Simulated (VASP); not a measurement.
# TiO2 (C2/c) in VASP: further runs

TiO2 is run at these levels: LDA; tasks: single point, relaxation of cell and atoms.

Program: VASP 6.6.1. These are calculated values, not measurements. Logs are shortened: lines on timing, memory, paths and dates and some standing lists are left out, and cuts for length are marked.

## Step 1: The cell of the first run

It takes space group C2/c (No. 15, monoclinic). The conventional cell has a = 5.412 Å, b = 5.413 Å, c = 5.472 Å, α = 90.00°, β = 118.77°, γ = 90.00°. Within 2.6 Å of Ti (site symmetry 2) lie 6 O at 1.93 to 2.00 Å. O (site symmetry 1) has 3 Ti at 1.93 to 2.00 Å and 2 O at 2.50 Å within 2.6 Å.

## Step 2: Single point, LDA

INCAR reads:

```
SYSTEM = TiO2
ALGO     = Normal         ! electronic algorithm
EDIFF    = 1E-6           ! SCF threshold, eV
ENCUT    = 600            ! plane-wave cutoff, eV
GGA_COMPAT= .False.      
ISIF     = 2              ! what is computed and relaxed
ISMEAR   = 0              ! smearing method
LASPH    = .True.         ! aspherical terms in the spheres
LCHARG   = .False.        ! write CHGCAR
LREAL    = .False.        ! projectors in reciprocal space
LWAVE    = .False.        ! write WAVECAR
NBANDS   = 33             ! bands
NELM     = 120            ! most SCF steps
PREC     = Accurate       ! precision mode
SIGMA    = 0.02           ! smearing width, eV
```

KPOINTS reads:

```
k-points
0
Gamma
  12 12 8
  0 0 0
```

POSCAR reads:

```
TiO2
1.0
    2.7060340000     -2.7066550000      0.0000000000
    2.7060340000      2.7066550000      0.0000000000
   -2.6335310000      0.0000000000      4.7966370000
Ti O
2 4
Direct
    0.1341100000      0.8658900000      0.2500000000
    0.8658900000      0.1341100000      0.7500000000
    0.3312210000      0.0887550000      0.6671490000
    0.6687790000      0.9112450000      0.3328510000
    0.9112450000      0.6687790000      0.8328510000
    0.0887550000      0.3312210000      0.1671490000
```

Potentials or basis: VASP PAW LDA potentials, release 64 (Ti_sv, O).

Started as:

```sh
$ cat potpaw_LDA.64/Ti_sv/POTCAR potpaw_LDA.64/O/POTCAR > POTCAR
$ mpirun -np 1 vasp_std > vasp.out
```

OUTCAR:

```text
SYSTEM = TiO2
   EDIFF = 1E-6
   ENCUT = 600
   ISIF = 2
   ISMEAR = 0
   LASPH = .True.
   LREAL = .False.
   NELM = 120
   PREC = Accurate

 ion  position               nearest neighbor table
   1  0.134  0.866  0.250-   4 1.93   6 1.93   6 1.98   4 1.98   3 2.00   5 2.00
   2  0.866  0.134  0.750-   5 1.93   3 1.93   5 1.98   3 1.98   6 2.00   4 2.00
   3  0.331  0.089  0.667-   2 1.93   2 1.98   1 2.00
   4  0.669  0.911  0.333-   1 1.93   1 1.98   2 2.00
   5  0.911  0.669  0.833-   2 1.93   2 1.98   1 2.00
   6  0.089  0.331  0.167-   1 1.93   1 1.98   2 2.00

  LATTYP: Found a base centered monoclinic cell.
 ALAT       =     5.4120680000
 B/A-ratio  =     1.0002294871
 C/A-ratio  =     1.0110809974
 COS(beta)  =    -0.4812705001

  Lattice vectors:

 A1 = (   2.7060340000,  -2.7066550000,   0.0000000000)
 A2 = (   2.7060340000,   2.7066550000,   0.0000000000)
 A3 = (  -2.6335310000,   0.0000000000,   4.7966370000)

Analysis of symmetry for initial positions (statically):
=====================================================================
 Subroutine PRICEL returns:
 Original cell was already a primitive cell.

 Routine SETGRP: Setting up the symmetry group for a
 base centered monoclinic supercell.

 Subroutine GETGRP returns: Found  4 space group operations
 (whereof  2 operations were pure point group operations)
 out of a pool of  4 trial point group operations.

The static configuration has the point symmetry S_2 .
 The point group associated with its full space group is C_2h.

Analysis of symmetry for dynamics (positions and initial velocities):
=====================================================================
 Subroutine PRICEL returns:
 Original cell was already a primitive cell.

 Routine SETGRP: Setting up the symmetry group for a
 base centered monoclinic supercell.

 Subroutine GETGRP returns: Found  4 space group operations
 (whereof  2 operations were pure point group operations)
 out of a pool of  4 trial point group operations.

The dynamic configuration has the point symmetry S_2 .
 The point group associated with its full space group is C_2h.

 Subroutine INISYM returns: Found  4 space group operations
 (whereof  2 operations are pure point group operations),
 and found     1 'primitive' translations

----------------------------------------------------------------------------------------

                                     Primitive cell

  volume of cell :      70.2640

  direct lattice vectors                    reciprocal lattice vectors
     2.706034000 -2.706655000  0.000000000     0.184772253 -0.184729860  0.101446796
     2.706034000  2.706655000  0.000000000     0.184772253  0.184729860  0.101446796
    -2.633531000  0.000000000  4.796637000     0.000000000  0.000000000  0.208479399

  length of vectors
     3.827349122  3.827349122  5.472039111     0.280280858  0.280280858  0.208479399

  position of ions in fractional coordinates (direct lattice)
     0.134110000  0.865890000  0.250000000
     0.865890000  0.134110000  0.750000000
     0.331221000  0.088755000  0.667149000
     0.668779000  0.911245000  0.332851000
     0.911245000  0.668779000  0.832851000
     0.088755000  0.331221000  0.167149000

  ion indices of the primitive-cell ions
   primitive index   ion index
                 1           1
                 2           2
                 3           3
                 4           4
                 5           5
                 6           6

----------------------------------------------------------------------------------------

 KPOINTS: k-points

Automatic generation of k-mesh.
 Grid dimensions read from file:
 generate k-points for:   12   12    8

 Generating k-lattice:

  Cartesian coordinates                     Fractional coordinates (reciprocal lattice)
     0.015397688 -0.015394155  0.008453900     0.083333333  0.000000000  0.000000000
     0.015397688  0.015394155  0.008453900     0.000000000  0.083333333  0.000000000
     0.000000000  0.000000000  0.026059925     0.000000000  0.000000000  0.125000000

  Length of vectors
     0.023356738  0.023356738  0.026059925

  Shift w.r.t. Gamma in fractional coordinates (k-lattice)
     0.000000000  0.000000000  0.000000000

 Subroutine IBZKPT returns following result:
 ===========================================

 Found    320 irreducible k-points:

 Following reciprocal coordinates:
            Coordinates               Weight
  0.000000  0.000000  0.000000      1.000000
  0.083333  0.000000  0.000000      4.000000
  0.166667  0.000000  0.000000      4.000000
  0.250000  0.000000  0.000000      4.000000
  0.333333  0.000000  0.000000      4.000000
  0.416667  0.000000  0.000000      4.000000
[... 16 lines left out ...]
  0.500000  0.166667  0.000000      4.000000
 -0.416667  0.166667 -0.000000      4.000000
 [... further k-points ...]
   k-points           NKPTS =    320   k-points in BZ     NKDIM =    320   number of bands    NBANDS=     33
   number of dos      NEDOS =    301   number of ions     NIONS =      6
   total plane-waves  NPLWV =  49152
   dimension x,y,z NGX =    32 NGY =   32 NGZ =   48
   dimension x,y,z NGXF=    64 NGYF=   64 NGZF=   96
   ions per type =               2   4
   NGX,Y,Z   is equivalent  to a cutoff of  13.90, 13.90, 14.58 a.u.
   NGXF,Y,Z  is equivalent  to a cutoff of  27.80, 27.80, 29.17 a.u.
 SYSTEM =  TiO2
   PREC   = accura    normal or accurate (medium, high low for compatibility)
   ISTART =      0    job   : 0-new  1-cont  2-samecut
   ICHARG =      2    charge: 1-file 2-atom 10-const
   ISPIN  =      1    spin polarized calculation?
   LNONCOLLINEAR =      F non collinear calculations
   LSORBIT =      F    spin-orbit coupling
   LASPH  =      T    aspherical Exc in radial PAW
   ENCUT  =  600.0 eV  44.10 Ry    6.64 a.u.   7.64  7.64 10.93*2*pi/ulx,y,z
   NELM   =    120;   NELMIN=  2; NELMDL= -5     # of ELM steps
   EDIFF  = 0.1E-05   stopping-criterion for ELM
   LREAL  =      F    real-space projection
[... 7 lines left out ...]
   TEBEG  =    0.0;   TEEND  =   0.0 temperature during run
   PSTRESS=    0.0 pullay stress
   NELECT =      48.0000    total number of electrons
   NUPDOWN=      -1.0000    fix difference up-down
   EMIN   =  10.00;   EMAX   =-10.00  energy-range for DOS
   EFERMI =   0.00;   METHOD = LEGACY
   ISMEAR =     0;   SIGMA  =   0.02  broadening in eV -4-tet -1-fermi 0-gaus
   EFERMI_NEDOS =   21; number of points for ismear=-14 and -15
   IALGO  =     38    algorithm
   IMIX   =      4    mixing-type and parameters
     AMIX     =   0.40;   BMIX     =  1.00
     AMIX_MAG =   1.60;   BMIX_MAG =  1.00
  volume/ion in A,a.u.               =      11.71        79.03
  Fermi-wavevector in a.u.,A,eV,Ry     =   1.441820  2.724644 28.284385  2.078844
  Thomas-Fermi vector in A             =   2.560409
   LORBIT       =      0    0 simple, 1 ext, 2 COOP (PROOUT), +10 PAW based schemes
   GGA     = CA    functional components
   LHFCALC =     F    Hartree Fock is set to
   AEXX    =    0.0000 exact exchange contribution
   IVDW    =     0    specifies the selected vdW correction
   LEPSILON=     F    determine dielectric tensor
   LRPA    =     F    only Hartree local field effects (RPA)
 non-spin polarized calculation
 Gauss-broadening in eV      SIGMA  =   0.02
  energy-cutoff  :      600.00
  volume of cell :       70.26
 maximum number of plane-waves:      2363
   NGX = 15   NGY = 15   NGZ = 21

 number of electron      48.0000002 magnetization

 Free energy of the ion-electron system (eV)
  ---------------------------------------------------
  ext. energy  EPLUGINS =         0.00000000
  ---------------------------------------------------
  free energy    TOTEN  =       -58.69269819 eV

  energy without entropy =      -58.69269819  energy(sigma->0) =      -58.69269819

 E-fermi :   3.0624     XC(G=0): -11.1904

 val. band max:        2.8273609808   @ k =  -0.4167   0.4167   0.0000
 cond. band min:       4.7435759054   @ k =   0.0000   0.0000   0.0000
 fundamental gap:      1.9162149247
 Fermi energy:         3.0623884750

 k-point     1 :       0.0000    0.0000    0.0000
  band No.  band energies     occupation
      1     -52.9728      2.00000
      2     -52.9160      2.00000
      3     -29.8101      2.00000
      4     -29.5827      2.00000
      5     -29.5824      2.00000
      6     -29.5182      2.00000
[... 25 lines left out ...]
     32       7.8912      0.00000
     33       7.8967      0.00000

 k-point     2 :       0.0833    0.0000    0.0000
  band No.  band energies     occupation
      1     -52.9719      2.00000
      2     -52.9167      2.00000
      3     -29.8076      2.00000
      4     -29.5909      2.00000
      5     -29.5833      2.00000
      6     -29.5204      2.00000
[... 25 lines left out ...]
     32       7.9152      0.00000
     33       8.1049      0.00000

 k-point     3 :       0.1667    0.0000    0.0000
  band No.  band energies     occupation
      1     -52.9693      2.00000
      2     -52.9185      2.00000
      3     -29.8005      2.00000
      4     -29.6128      2.00000
      5     -29.5853      2.00000
      6     -29.5286      2.00000
[... 25 lines left out ...]
     32       8.1471      0.00000
     33       8.4894      0.00000

 k-point     4 :       0.2500    0.0000    0.0000
  band No.  band energies     occupation
      1     -52.9654      2.00000
      2     -52.9215      2.00000
      3     -29.7905      2.00000
      4     -29.6420      2.00000
      5     -29.5877      2.00000
      6     -29.5390      2.00000
[... 673 lines left out ...]
     32       9.0969      0.00000
     33       9.2792      0.00000

 k-point    23 :       0.5000    0.1667    0.0000
  band No.  band energies     occupation
      1     -52.9530      2.00000
      2     -52.9309      2.00000
      3     -29.7714      2.00000
      4     -29.7079      2.00000
      5     -29.6081      2.00000
      6     -29.5723      2.00000
[... 25 lines left out ...]
     32       9.1558      0.00000
     33       9.3155      0.00000

 k-point    24 :      -0.4167    0.1667   -0.0000
  band No.  band energies     occupation
      1     -52.9566      2.00000
      2     -52.9276      2.00000
      3     -29.7856      2.00000
      4     -29.6936      2.00000
      5     -29.6062      2.00000
      6     -29.5709      2.00000
[... 25 lines left out ...]
     32       9.1794      0.00000
     33       9.3209      0.00000

 [... further k-points ...]

------------------------ aborting loop because EDIFF is reached ----------------------------------------

  FORCE on cell =-STRESS in cart. coord.  units (eV):
  Direction    XX          YY          ZZ          XY          YZ          ZX
  --------------------------------------------------------------------------------------
  -------------------------------------------------------------------------------------
  Total       -5.3628747     -5.3782458     -5.2503885      0.0000000      0.0000000     -0.1840409
  in kB     -122.2855764   -122.6360716   -119.7206378      0.0000000      0.0000000     -4.1965464
  external PRESSURE =    -121.5474286 kB  Pullay stress =       0.0000000 kB

 VOLUME and BASIS-vectors are now :
 -----------------------------------------------------------------------------
  energy-cutoff  :      600.00
  volume of cell :       70.26
      direct lattice vectors                 reciprocal lattice vectors
     2.706034000 -2.706655000  0.000000000     0.184772253 -0.184729860  0.101446796
     2.706034000  2.706655000  0.000000000     0.184772253  0.184729860  0.101446796
    -2.633531000  0.000000000  4.796637000     0.000000000  0.000000000  0.208479399

 POSITION                                       TOTAL-FORCE (eV/Angst)
 -----------------------------------------------------------------------------------
      2.04765      1.98068      1.19916        -0.000000      0.066411      0.000000
      0.73089     -1.98068      3.59748        -0.000000     -0.066411      0.000000
     -0.62049     -0.65627      3.20007         0.011596     -0.045044     -0.311238
      3.39903      0.65627      1.59657        -0.011596      0.045044      0.311238
      2.08226     -0.65627      3.99488        -0.011596     -0.045044      0.311238
      0.69628      0.65627      0.80175         0.011596      0.045044     -0.311238
 -----------------------------------------------------------------------------------
    total drift:                                0.000000      0.000000      0.000000

  FREE ENERGIE OF THE ION-ELECTRON SYSTEM (eV)
  ---------------------------------------------------
  free  energy   TOTEN  =       -58.6926981852 eV

  energy  without entropy=      -58.6926981852  energy(sigma->0) =      -58.69269819
```

Wall time 16 min (1 thread of Oxide Virtual Turin-like, shared host); peak memory 0.69 GiB.

Results:

| Property | Result |
| --- | --- |
| Free energy | -58.6927 eV |
| Pressure | -12.2 GPa |
| Largest force | 0.315 eV/Å |
| Band gap on the k mesh | 1.92 eV (least direct gap 2.28 eV) |

Forces in eV/Å, atoms in the order of the input:
```
Ti   0.000  0.066  0.000
Ti   0.000 -0.066  0.000
O    0.012 -0.045 -0.311
O   -0.012  0.045  0.311
O   -0.012 -0.045  0.311
O    0.012  0.045 -0.311
```

Stress tensor (GPa, compression positive):
```
-12.23   0.00  -0.42
  0.00 -12.26   0.00
 -0.42   0.00 -11.97
```

Levels at points of the mesh, in eV from the valence-band top:
```csv
k point,band 20,band 21,band 22,band 23,band 24,band 25,band 26,band 27,band 28,band 29
"(0.00, 0.00, 0.00)",-0.84,-0.81,-0.76,-0.48,-0.48,1.92,2.65,3.69,3.70,3.76
"(0.50, 0.00, 0.00)",-2.01,-1.93,-0.96,-0.91,-0.65,3.08,3.24,3.28,3.52,4.02
"(0.50, 0.50, 0.00)",-2.48,-2.24,-1.93,-0.05,-0.03,3.11,3.14,3.42,3.77,4.61
"(0.00, 0.00, 0.50)",-1.38,-1.29,-1.29,-0.16,-0.16,2.27,2.27,3.52,3.52,3.96
"(0.50, 0.00, 0.50)",-1.96,-1.91,-0.94,-0.91,-0.65,2.93,3.35,3.36,3.41,4.09
"(0.50, 0.50, 0.50)",-2.62,-2.08,-2.08,-0.06,-0.06,3.13,3.13,3.60,3.60,4.63
```

Caveat: the cell stands under tension.

## Step 3: Relaxation of cell and atoms, LDA

INCAR reads:

```
SYSTEM = TiO2
PREC = Accurate
ENCUT = 600
EDIFF = 1E-7
ISMEAR = 0
SIGMA = 0.02
LREAL = .FALSE.
LASPH = .TRUE.
NELM = 120
ALGO = Normal
ISIF = 3
LWAVE = .FALSE.
LCHARG = .FALSE.
IBRION = 2
NSW = 80
EDIFFG = -0.01
GGA_COMPAT = .FALSE.
NELMIN = 4
```

KPOINTS reads:

```
regular mesh
0
G
  8 8 6
  0 0 0
```

POSCAR is that of step 2.

Potentials or basis: VASP PAW LDA potentials, release 64 (Ti_sv, O).

Started as:

```sh
$ cat potpaw_LDA.64/Ti_sv/POTCAR potpaw_LDA.64/O/POTCAR > POTCAR
$ mpirun -np 1 vasp_std > vasp.out
```

Wall time 64 min (1 thread of Oxide Virtual Turin-like, shared host); peak memory 0.32 GiB.

The run converged. Its results:

| Property | Result |
| --- | --- |
| Free energy | -58.8580 eV |
| Relaxed volume | 11.05 Å³/atom |
| Relaxed cell | a = 3.746 Å, b = 3.746 Å, c = 5.419 Å, α = 110.22°, β = 110.22°, γ = 90.01° |
| Space group after relaxing (to 0.1 Å) | I4_1/amd (No. 141) |
| Energy gained by relaxing | 27.5 meV/atom |
| Ionic steps | 21 |
| Pressure after relaxing | 0.0 GPa |
| Largest force after relaxing | 0.005 eV/Å |
| Band gap on the k mesh | 2.09 eV (least direct gap 2.42 eV) |

Forces on the atoms (eV/Å):
```
Ti   0.000  0.002  0.000
Ti   0.000 -0.002  0.000
O   -0.004  0.002  0.001
O    0.004 -0.002 -0.001
O    0.004  0.002 -0.001
O   -0.004 -0.002  0.001
```

The path:
```tsv
step	energy change (eV)	largest force (eV/Å)	pressure (GPa)	volume (Å³)
1	0.0000	0.3147	-12.13	70.26
2	0.1547	0.8429	21.27	61.63
3	-0.1569	0.1336	-0.36	66.50
4	-0.1569	0.1350	-0.09	66.43
5	-0.1605	0.1073	0.07	66.28
6	-0.1605	0.1077	0.07	66.28
7	-0.1616	0.0760	0.04	66.29
8	-0.1625	0.0533	0.00	66.31
9	-0.1635	0.0169	0.01	66.32
10	-0.1642	0.0526	0.03	66.33
11	-0.1647	0.0212	-0.08	66.36
12	-0.1647	0.0210	-0.08	66.36
13	-0.1648	0.0207	0.15	66.30
14	-0.1648	0.0214	0.16	66.30
15	-0.1648	0.0206	0.14	66.31
16	-0.1650	0.0191	-0.01	66.35
17	-0.1650	0.0192	-0.07	66.37
18	-0.1651	0.0151	-0.05	66.36
19	-0.1652	0.0186	0.02	66.33
20	-0.1653	0.0101	0.04	66.32
21	-0.1653	0.0047	0.05	66.32
```

Final structure:
```cif
data_structure
_symmetry_space_group_name_H-M 'P 1'
_symmetry_Int_Tables_number 1
_cell_length_a 3.7455
_cell_length_b 3.7455
_cell_length_c 5.4192
_cell_angle_alpha 110.221
_cell_angle_beta 110.221
_cell_angle_gamma 90.006
_cell_volume 66.32
loop_
_atom_site_label
_atom_site_type_symbol
_atom_site_fract_x
_atom_site_fract_y
_atom_site_fract_z
_atom_site_occupancy
Ti1 Ti 0.12503 0.87497 0.25000 1
Ti2 Ti 0.87497 0.12503 0.75000 1
O1 O 0.33325 0.08331 0.66642 1
O2 O 0.66675 0.91669 0.33358 1
O3 O 0.91669 0.66675 0.83358 1
O4 O 0.08331 0.33325 0.16642 1
```

Levels at points of the mesh, in eV from the valence-band top:
| k point | band 22 | band 23 | band 24 | band 25 | band 26 | band 27 |
| --- | --- | --- | --- | --- | --- | --- |
| (0.00, 0.00, 0.00) | -0.73 | -0.47 | -0.47 | 2.09 | 2.89 | 4.10 |
| (0.50, 0.00, 0.00) | -1.00 | -0.79 | -0.62 | 3.30 | 3.64 | 3.66 |
| (0.50, 0.50, 0.00) | -2.14 | 0.00 | 0.00 | 3.42 | 3.42 | 3.94 |
| (0.00, 0.00, 0.50) | -1.25 | -0.08 | -0.08 | 2.48 | 2.48 | 3.87 |
| (0.50, 0.00, 0.50) | -1.00 | -0.79 | -0.62 | 3.30 | 3.64 | 3.66 |
| (0.50, 0.50, 0.50) | -2.14 | 0.00 | 0.00 | 3.42 | 3.42 | 3.94 |
